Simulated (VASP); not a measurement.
Set up this calculation in VASP 6.6.1, as the native input.

| Quantity | Value |
| --- | --- |
| Task | single point |
| Functional | r2SCAN |
| Dispersion | D3(BJ) |
| Potentials or basis | VASP PAW PBE potentials, release 64 (Pb_d, Te) |
| Cutoff | 520 eV |
| k mesh | 7 × 7 × 7 |
| Occupations | fermi-dirac, width 0.05 eV |
| Spin | no spin polarisation |
| Dipole correction | no |
| Further INCAR settings | ALGO = Normal; EDIFF = 1e-07; NBANDS = 17 |

The system is TePb.

```
CELL_PARAMETERS angstrom
0.00000 3.24580 3.24580
3.24580 0.00000 3.24580
3.24580 3.24580 0.00000
ATOMIC_POSITIONS crystal
Pb 0.00000 0.00000 0.00000
Te 0.50000 0.50000 0.50000
```

One way to write it, as run:

POSCAR

```
TePb
1.0
    0.0000000000      3.2458027686      3.2458027686
    3.2458027686      0.0000000000      3.2458027686
    3.2458027686      3.2458027686      0.0000000000
Pb Te
1 1
Direct
    0.0000000000      0.0000000000      0.0000000000
    0.5000000000      0.5000000000      0.5000000000
```

INCAR.step1

```
ALGO     = Normal         # electronic algorithm
EDIFF    = 1E-4           # SCF threshold, eV
ENCUT    = 520            # plane-wave cutoff, eV
GGA      = PE             # functional
ISMEAR   = -1             # smearing method
LASPH    = True           # aspherical terms in the spheres
LCHARG   = False          # write CHGCAR
LREAL    = False          # projectors in reciprocal space
LWAVE    = True           # write WAVECAR
NBANDS   = 17             # bands
NELM     = 80             # most SCF steps
PREC     = Accurate       # precision mode
SIGMA    = 0.05           # smearing width, eV
```

INCAR.step2

```
ALGO     = Normal         # electronic algorithm
EDIFF    = 1E-7           # SCF threshold, eV
ENCUT    = 520            # plane-wave cutoff, eV
ISIF     = 2              # what is computed and relaxed
ISMEAR   = -1             # smearing method
ISTART   = 1            
IVDW     = 12             # dispersion correction
LASPH    = True           # aspherical terms in the spheres
LCHARG   = True           # write CHGCAR
LELF     = True           # ELF
LMIXTAU  = True         
LREAL    = False          # projectors in reciprocal space
LVHAR    = True         
LWAVE    = False          # write WAVECAR
METAGGA  = R2SCAN         # meta-GGA
NBANDS   = 17             # bands
NELM     = 80             # most SCF steps
PREC     = Accurate       # precision mode
SIGMA    = 0.05           # smearing width, eV
VDW_A1   = 0.49484001   
VDW_A2   = 5.73083694   
VDW_S6   = 1.0          
VDW_S8   = 0.78981345
```

KPOINTS

```
k-points
0
Gamma
  7 7 7
```

Potentials or basis: VASP PAW PBE potentials, release 64 (Pb_d, Te).

Launch:

```sh
$ cat potpaw_PBE.64/Pb_d/POTCAR potpaw_PBE.64/Te/POTCAR > POTCAR
$ cp INCAR.step1 INCAR
$ mpirun -np 1 vasp_std > vasp.out
$ cp INCAR.step2 INCAR
$ mpirun -np 1 vasp_std > vasp.out
```

It gave:

- Pressure: 0.0 GPa
- Dispersion energy per atom: -0.186 eV

Caveat: the PAW data sets were made with another functional, which shifts forces and pressure a little.

Run time: 110 s on 1 thread of Intel Xeon 6975P-C, with other jobs on the host, peak memory 0.23 GiB.
